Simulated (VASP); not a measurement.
# Ta (Im-3m) in VASP: further runs

The runs below take Ta through electric field gradients, with PBE.

All numbers are computed with VASP 6.6.1; they aren't measurements. Logs are shortened: lines on timing, memory, paths and dates and some standing lists are left out, and cuts for length are marked.

## 1. The cell of the first run

The structure is cubic, space group Im-3m (No. 229). Conventional cell: a = 3.236 Å, b = 3.236 Å, c = 3.236 Å, α = 90.00°, β = 90.00°, γ = 90.00°. Ta (site symmetry m-3m) has 14 Ta at 2.80 to 3.24 Å within 3.7 Å.

## 2. Electric field gradients, PBE (volume scaled by 0.9405)

INCAR reads:

```
SYSTEM = Ta
ALGO     = Normal         ! electronic algorithm
EDIFF    = 1E-8           ! SCF threshold, eV
ENCUT    = 520            ! plane-wave cutoff, eV
GGA      = PE             ! functional
ISIF     = 2              ! what is computed and relaxed
ISMEAR   = -1             ! smearing method
LASPH    = .TRUE.         ! aspherical terms in the spheres
LCHARG   = .FALSE.        ! write CHGCAR
LEFG     = .TRUE.       
LREAL    = .FALSE.        ! projectors in reciprocal space
LWAVE    = .FALSE.        ! write WAVECAR
NBANDS   = 12             ! bands
NELM     = 60             ! most SCF steps
PREC     = Accurate       ! precision mode
SIGMA    = 0.08           ! smearing width, eV
```

KPOINTS reads:

```
k-points
0
G
  17 17 17
  0 0 0
```

POSCAR reads:

```
Ta
1.0
   -1.6178577021      1.6178577021      1.6178577021
    1.6178577021     -1.6178577021      1.6178577021
    1.6178577021      1.6178577021     -1.6178577021
Ta
1
Direct
    0.0000000000      0.0000000000      0.0000000000
```

Potentials or basis: VASP PAW PBE potentials, release 64 (Ta_pv).

Command:

```
> cat potpaw_PBE.64/Ta_pv/POTCAR > POTCAR
> mpirun -np 1 vasp_std > vasp.out
```

OUTCAR:

```text
SYSTEM = Ta
   EDIFF = 1E-8
   ENCUT = 520
   GGA = PE
   ISIF = 2
   ISMEAR = -1
   LASPH = .TRUE.
   LREAL = .FALSE.
   NELM = 60
   PREC = Accurate

 ion  position               nearest neighbor table
   1  0.000  0.000  0.000-

  LATTYP: Found a body centered cubic cell.
 ALAT       =     3.2357154042

  Lattice vectors:

 A1 = (  -1.6178577021,   1.6178577021,   1.6178577021)
 A2 = (   1.6178577021,  -1.6178577021,   1.6178577021)
 A3 = (   1.6178577021,   1.6178577021,  -1.6178577021)

Analysis of symmetry for initial positions (statically):
=====================================================================
 Subroutine PRICEL returns:
 Original cell was already a primitive cell.

 Routine SETGRP: Setting up the symmetry group for a
 body centered cubic supercell.

 Subroutine GETGRP returns: Found 48 space group operations
[... 9 lines left out ...]

 Routine SETGRP: Setting up the symmetry group for a
 body centered cubic supercell.

 Subroutine GETGRP returns: Found 48 space group operations
[... 11 lines left out ...]
                                     Primitive cell

  volume of cell :      16.9387

  direct lattice vectors                    reciprocal lattice vectors
    -1.617857702  1.617857702  1.617857702     0.000000000  0.309050666  0.309050666
     1.617857702 -1.617857702  1.617857702     0.309050666  0.000000000  0.309050666
     1.617857702  1.617857702 -1.617857702     0.309050666  0.309050666  0.000000000

  length of vectors
     2.802211739  2.802211739  2.802211739     0.437063643  0.437063643  0.437063643

  position of ions in fractional coordinates (direct lattice)
     0.000000000  0.000000000  0.000000000

  ion indices of the primitive-cell ions
   primitive index   ion index
                 1           1

----------------------------------------------------------------------------------------

 KPOINTS: k-points

Automatic generation of k-mesh.
 Grid dimensions read from file:
 generate k-points for:   17   17   17

 Generating k-lattice:

  Cartesian coordinates                     Fractional coordinates (reciprocal lattice)
     0.000000000  0.018179451  0.018179451     0.058823529  0.000000000  0.000000000
[... 94 lines left out ...]
 NGX is ok and might be reduce to    24
   NGX = 11   NGY = 11   NGZ = 11

 number of electron      10.9999998 magnetization

 Free energy of the ion-electron system (eV)
  ---------------------------------------------------
  ext. energy  EPLUGINS =         0.00000000
  ---------------------------------------------------
  free energy    TOTEN  =       -11.75632233 eV

  energy without entropy =      -11.73026606  energy(sigma->0) =      -11.74329419

 E-fermi :   5.9868     XC(G=0): -12.9355

 val. band max:        5.9674463168   @ k =   0.1765   0.0588  -0.0000
 cond. band min:       5.9962823615   @ k =  -0.3529   0.4118   0.0588
 fundamental gap:      0.0288360447
 Fermi energy:         5.9867606730

 k-point     1 :       0.0000    0.0000    0.0000
  band No.  band energies     occupation
      1     -26.8280      2.00000
      2     -26.8280      2.00000
      3     -26.8280      2.00000
      4      -2.1520      2.00000
      5       6.7265      0.00019
      6       6.7265      0.00019
      7       6.7265      0.00019
      8      10.2220      0.00000
      9      10.2220      0.00000
     10      20.9045      0.00000
     11      21.2975      0.00000
     12      21.2975      0.00000
[... 331 lines left out ...]
 k-point    24 :       0.1765    0.1765    0.0000
  band No.  band energies     occupation
      1     -27.7574      2.00000
      2     -27.1354      2.00000
      3     -26.9247      2.00000
      4       1.2768      2.00000
      5       5.0140      1.99999
      6       5.3243      1.99949
      7       9.1813      0.00000
      8      11.0103      0.00000
      9      11.1877      0.00000
     10      20.8837      0.00000
     11      21.3535      0.00000
     12      23.4620      0.00000

 [... further k-points ...]
[... 5 lines left out ...]
  --------------------------------------------------------------------------------------
  -------------------------------------------------------------------------------------
  Total        1.8690860      1.8690860      1.8690860     -0.0000000      0.0000000     -0.0000000
  in kB      176.7904938    176.7904938    176.7904938     -0.0000000      0.0000000     -0.0000000
  external PRESSURE =     176.7904938 kB  Pullay stress =       0.0000000 kB

 VOLUME and BASIS-vectors are now :
 -----------------------------------------------------------------------------
  energy-cutoff  :      520.00
  volume of cell :       16.94
      direct lattice vectors                 reciprocal lattice vectors
    -1.617857702  1.617857702  1.617857702     0.000000000  0.309050666  0.309050666
     1.617857702 -1.617857702  1.617857702     0.309050666  0.000000000  0.309050666
     1.617857702  1.617857702 -1.617857702     0.309050666  0.309050666  0.000000000

 POSITION                                       TOTAL-FORCE (eV/Angst)
 -----------------------------------------------------------------------------------
      0.00000      0.00000      0.00000         0.000000      0.000000     -0.000000
 -----------------------------------------------------------------------------------
    total drift:                               -0.000000      0.000000     -0.000000

  FREE ENERGIE OF THE ION-ELECTRON SYSTEM (eV)
  ---------------------------------------------------
  free  energy   TOTEN  =       -11.7563223255 eV

  energy  without entropy=      -11.7302660555  energy(sigma->0) =      -11.74329419

 Electric field gradients (V/A^2)
---------------------------------------------------------------------
 ion       V_xx      V_yy      V_zz      V_xy      V_xz      V_yz
---------------------------------------------------------------------
   1       0.000     0.000    -0.000    -0.000    -0.000    -0.000
---------------------------------------------------------------------

 Electric field gradients after diagonalization (V/A^2)
 (convention: |V_zz| > |V_xx| > |V_yy|)
----------------------------------------------------------------------
 ion       V_xx      V_yy      V_zz     asymmetry (V_yy - V_xx)/ V_zz
----------------------------------------------------------------------
   1       0.000     0.000    -0.001       0.000
----------------------------------------------------------------------

           NMR quadrupolar parameters

 Cq : quadrupolar parameter    Cq=e*Q*V_zz/h
 eta: asymmetry parameters     (V_yy - V_xx)/ V_zz
 Q  : nuclear electric quadrupole moment in mb (millibarn)
----------------------------------------------------------------------
 ion       Cq(MHz)       eta       Q (mb)
----------------------------------------------------------------------
   1      -0.000       0.000       1.000
----------------------------------------------------------------------
```

OSZICAR:

```text
N       E                     dE             d eps       ncg     rms          rms(c)
DAV:   1     0.613670510158E+02    0.61367E+02   -0.61632E+03  3984   0.890E+02
DAV:   2    -0.111663753577E+02   -0.72533E+02   -0.70512E+02  4368   0.249E+02
DAV:   3    -0.121702743086E+02   -0.10039E+01   -0.99695E+00  4756   0.275E+01
DAV:   4    -0.121725985584E+02   -0.23242E-02   -0.23241E-02  4320   0.148E+00
DAV:   5    -0.121726051904E+02   -0.66321E-05   -0.66316E-05  4692   0.746E-02    0.151E+01
DAV:   6    -0.118586399604E+02    0.31397E+00   -0.24635E-01  4624   0.539E+00    0.758E+00
DAV:   7    -0.117573820060E+02    0.10126E+00   -0.23101E-01  4608   0.493E+00    0.397E-01
DAV:   8    -0.117563481005E+02    0.10339E-02   -0.59662E-03  4140   0.690E-01    0.112E-01
DAV:   9    -0.117563285558E+02    0.19545E-04   -0.81725E-05  4652   0.104E-01    0.279E-02
DAV:  10    -0.117563226479E+02    0.59079E-05   -0.28294E-06  4304   0.193E-02    0.289E-03
DAV:  11    -0.117563224047E+02    0.24320E-06   -0.70468E-08  4432   0.292E-03    0.478E-04
DAV:  12    -0.117563223124E+02    0.92223E-07   -0.29548E-09  2548   0.648E-04    0.898E-05
DAV:  13    -0.117563223274E+02   -0.15010E-07   -0.29700E-10  2176   0.204E-04    0.108E-05
DAV:  14    -0.117563223255E+02    0.19281E-08   -0.33607E-11  2076   0.783E-05
   1 F= -.11756322E+02 E0= -.11743294E+02  d E =-.260563E-01
```

stdout:

```text
POSCAR found type information on POSCAR Ta
 POSCAR found :  1 types and       1 ions
 scaLAPACK will be used
 LDA part: xc-table for (Slater+PW92), standard interpolation
 POSCAR, INCAR and KPOINTS ok, starting setup
 FFT: planning ... GRIDC
 FFT: planning ... GRID_SOFT
 FFT: planning ... GRID
 WAVECAR not read
 entering main loop
ion   1
```

Wall time 54 s (1 thread of AMD EPYC 7R43 (Zen 3), shared host); peak memory 0.13 GiB.

Results:

```yaml
Free_energy: -11.7563 eV
Pressure: 17.7 GPa
```

Caveat: without QUAD_EFG the Cq values of the log hold for a quadrupole moment of 1 mb, not for the nuclei; spin-orbit coupling is left out, which moves the levels of the heavy elements.

## 3. Electric field gradients, PBE (volume scaled by 0.97)

INCAR reads:

```
SYSTEM = Ta
  PREC = Accurate
  ENCUT = 520
  EDIFF = 1E-8
  ISMEAR = -1
  SIGMA = 0.08
  LREAL = .False.
  LASPH = .True.
  NELM = 60
  ALGO = Normal
  ISIF = 2
  LWAVE = .False.
  LCHARG = .False.
  GGA = PE
  LEFG = .True.
  NBANDS = 12
```

KPOINTS reads:

```
Automatic mesh
0
Gamma
  17 17 17
  0 0 0
```

POSCAR reads:

```
Ta
1.0
   -1.6345992636      1.6345992636      1.6345992636
    1.6345992636     -1.6345992636      1.6345992636
    1.6345992636      1.6345992636     -1.6345992636
Ta
1
Direct
    0.0000000000      0.0000000000      0.0000000000
```

Potentials or basis: VASP PAW PBE potentials, release 64 (Ta_pv).

Command:

```
> cat potpaw_PBE.64/Ta_pv/POTCAR > POTCAR
> mpirun -np 1 vasp_std > vasp.out
```

OUTCAR:

```text
SYSTEM = Ta
   PREC = Accurate
   ENCUT = 520
   EDIFF = 1E-8
   ISMEAR = -1
   LREAL = .False.
   LASPH = .True.
   NELM = 60
   ISIF = 2
   GGA = PE

 ion  position               nearest neighbor table
   1  0.000  0.000  0.000-

  LATTYP: Found a body centered cubic cell.
 ALAT       =     3.2691985272

  Lattice vectors:

 A1 = (  -1.6345992636,   1.6345992636,   1.6345992636)
 A2 = (   1.6345992636,  -1.6345992636,   1.6345992636)
 A3 = (   1.6345992636,   1.6345992636,  -1.6345992636)

Analysis of symmetry for initial positions (statically):
=====================================================================
 Subroutine PRICEL returns:
 Original cell was already a primitive cell.

 Routine SETGRP: Setting up the symmetry group for a
 body centered cubic supercell.

 Subroutine GETGRP returns: Found 48 space group operations
[... 9 lines left out ...]

 Routine SETGRP: Setting up the symmetry group for a
 body centered cubic supercell.

 Subroutine GETGRP returns: Found 48 space group operations
[... 11 lines left out ...]
                                     Primitive cell

  volume of cell :      17.4700

  direct lattice vectors                    reciprocal lattice vectors
    -1.634599264  1.634599264  1.634599264     0.000000000  0.305885370  0.305885370
     1.634599264 -1.634599264  1.634599264     0.305885370  0.000000000  0.305885370
     1.634599264  1.634599264 -1.634599264     0.305885370  0.305885370  0.000000000

  length of vectors
     2.831208975  2.831208975  2.831208975     0.432587238  0.432587238  0.432587238

  position of ions in fractional coordinates (direct lattice)
     0.000000000  0.000000000  0.000000000

  ion indices of the primitive-cell ions
   primitive index   ion index
[... 130 lines left out ...]
      1     -27.2114      2.00000
      2     -27.2114      2.00000
      3     -27.2114      2.00000
      4      -2.2961      2.00000
      5       6.4713      0.00020
      6       6.4713      0.00020
      7       6.4713      0.00020
      8       9.8539      0.00000
      9       9.8539      0.00000
     10      20.5405      0.00000
     11      20.8917      0.00000
     12      20.8917      0.00000
[... 331 lines left out ...]
 k-point    24 :       0.1765    0.1765    0.0000
  band No.  band energies     occupation
      1     -28.0512      2.00000
      2     -27.4895      2.00000
      3     -27.2984      2.00000
      4       1.0470      2.00000
      5       4.8194      1.99998
      6       5.1093      1.99920
      7       8.8522      0.00000
      8      10.5886      0.00000
      9      10.7537      0.00000
     10      20.5014      0.00000
     11      20.7652      0.00000
     12      22.8469      0.00000

 [... further k-points ...]
[... 5 lines left out ...]
  --------------------------------------------------------------------------------------
  -------------------------------------------------------------------------------------
  Total        1.0905232      1.0905232      1.0905232     -0.0000000      0.0000000     -0.0000000
  in kB      100.0118824    100.0118824    100.0118824     -0.0000000      0.0000000     -0.0000000
  external PRESSURE =     100.0118824 kB  Pullay stress =       0.0000000 kB

 VOLUME and BASIS-vectors are now :
 -----------------------------------------------------------------------------
  energy-cutoff  :      520.00
  volume of cell :       17.47
      direct lattice vectors                 reciprocal lattice vectors
    -1.634599264  1.634599264  1.634599264     0.000000000  0.305885370  0.305885370
     1.634599264 -1.634599264  1.634599264     0.305885370  0.000000000  0.305885370
     1.634599264  1.634599264 -1.634599264     0.305885370  0.305885370  0.000000000

 POSITION                                       TOTAL-FORCE (eV/Angst)
 -----------------------------------------------------------------------------------
      0.00000      0.00000      0.00000         0.000000     -0.000000      0.000000
 -----------------------------------------------------------------------------------
    total drift:                               -0.000000      0.000000      0.000000

  FREE ENERGIE OF THE ION-ELECTRON SYSTEM (eV)
  ---------------------------------------------------
  free  energy   TOTEN  =       -11.8021035032 eV

  energy  without entropy=      -11.7754788900  energy(sigma->0) =      -11.78879120

 Electric field gradients (V/A^2)
---------------------------------------------------------------------
 ion       V_xx      V_yy      V_zz      V_xy      V_xz      V_yz
---------------------------------------------------------------------
   1       0.000    -0.000    -0.000    -0.000    -0.000    -0.000
---------------------------------------------------------------------

 Electric field gradients after diagonalization (V/A^2)
 (convention: |V_zz| > |V_xx| > |V_yy|)
----------------------------------------------------------------------
 ion       V_xx      V_yy      V_zz     asymmetry (V_yy - V_xx)/ V_zz
----------------------------------------------------------------------
   1       0.000     0.000    -0.000       0.000
----------------------------------------------------------------------

           NMR quadrupolar parameters

 Cq : quadrupolar parameter    Cq=e*Q*V_zz/h
 eta: asymmetry parameters     (V_yy - V_xx)/ V_zz
 Q  : nuclear electric quadrupole moment in mb (millibarn)
----------------------------------------------------------------------
 ion       Cq(MHz)       eta       Q (mb)
----------------------------------------------------------------------
   1      -0.000       0.000       1.000
----------------------------------------------------------------------
```

It took 49 s on 1 thread of AMD EPYC 7R43 (Zen 3), shared host; peak memory 0.13 GiB.

What came out:

| Quantity | Value |
| --- | --- |
| Free energy | -11.8021 eV |
| Pressure | 10.0 GPa |

Caveat: without QUAD_EFG the Cq values of the log hold for a quadrupole moment of 1 mb, not for the nuclei; spin-orbit coupling is left out, which moves the levels of the heavy elements.

## 4. Electric field gradients, PBE (volume scaled by 0.96)

INCAR reads:

```
ALGO = Normal
EDIFF = 1E-8
ENCUT = 520
GGA = PE
ISIF = 2
ISMEAR = -1
LASPH = True
LCHARG = False
LEFG = True
LREAL = False
LWAVE = False
NBANDS = 12
NELM = 60
PREC = Accurate
SIGMA = 0.08
```

KPOINTS reads:

```
k-points
0
Gamma
  17 17 17
```

POSCAR reads:

```
Ta
1.0
   -1.6289626696      1.6289626696      1.6289626696
    1.6289626696     -1.6289626696      1.6289626696
    1.6289626696      1.6289626696     -1.6289626696
Ta
1
Direct
    0.0000000000      0.0000000000      0.0000000000
```

Potentials or basis: VASP PAW PBE potentials, release 64 (Ta_pv).

Command:

```
> cat potpaw_PBE.64/Ta_pv/POTCAR > POTCAR
> mpirun -np 1 vasp_std > vasp.out
```

OUTCAR:

```text
EDIFF = 1E-8
   ENCUT = 520
   GGA = PE
   ISIF = 2
   ISMEAR = -1
   LASPH = True
   LREAL = False
   NELM = 60
   PREC = Accurate

 ion  position               nearest neighbor table
   1  0.000  0.000  0.000-

  LATTYP: Found a body centered cubic cell.
 ALAT       =     3.2579253392

  Lattice vectors:

 A1 = (  -1.6289626696,   1.6289626696,   1.6289626696)
[... 567 lines left out ...]
    total drift:                                0.000000      0.000000      0.000000

  FREE ENERGIE OF THE ION-ELECTRON SYSTEM (eV)
  ---------------------------------------------------
  free  energy   TOTEN  =       -11.7894155461 eV

  energy  without entropy=      -11.7630263728  energy(sigma->0) =      -11.77622096

 Electric field gradients (V/A^2)
---------------------------------------------------------------------
 ion       V_xx      V_yy      V_zz      V_xy      V_xz      V_yz
---------------------------------------------------------------------
   1      -0.000     0.000     0.000    -0.000    -0.000    -0.000
---------------------------------------------------------------------

 Electric field gradients after diagonalization (V/A^2)
 (convention: |V_zz| > |V_xx| > |V_yy|)
----------------------------------------------------------------------
 ion       V_xx      V_yy      V_zz     asymmetry (V_yy - V_xx)/ V_zz
----------------------------------------------------------------------
   1       0.000     0.000    -0.000       0.000
----------------------------------------------------------------------

           NMR quadrupolar parameters

 Cq : quadrupolar parameter    Cq=e*Q*V_zz/h
 eta: asymmetry parameters     (V_yy - V_xx)/ V_zz
 Q  : nuclear electric quadrupole moment in mb (millibarn)
----------------------------------------------------------------------
 ion       Cq(MHz)       eta       Q (mb)
----------------------------------------------------------------------
   1      -0.000       0.000       1.000
----------------------------------------------------------------------
```

Wall time 70 s (1 thread of AMD EPYC 7R43 (Zen 3), shared host); peak memory 0.13 GiB.

What came out:

* Free energy: -11.7894 eV
* Pressure: 12.5 GPa

Caveat: without QUAD_EFG the Cq values of the log hold for a quadrupole moment of 1 mb, not for the nuclei; spin-orbit coupling is left out, which moves the levels of the heavy elements.

## 5. The runs side by side

```csv
cell,gap on the mesh (eV),pressure (GPa)
"a = 2.802 Å, angles 109.5°, 1 atom",none,17.7
"a = 2.831 Å, angles 109.5°, 1 atom",none,10.0
"a = 2.821 Å, angles 109.5°, 1 atom",none,12.5
```

Alike in all rows: task electric field gradients; level PBE; potentials or basis VASP PAW PBE potentials, release 64 (Ta_pv); no spin polarisation; k mesh 17 × 17 × 17; cutoff (eV) 520; smearing fermi-dirac 0.08 eV.

Caveats: spin-orbit coupling is left out, which moves the levels of the heavy elements.

Total energies depend on the potentials used, so only differences within one code and one set of settings carry meaning.
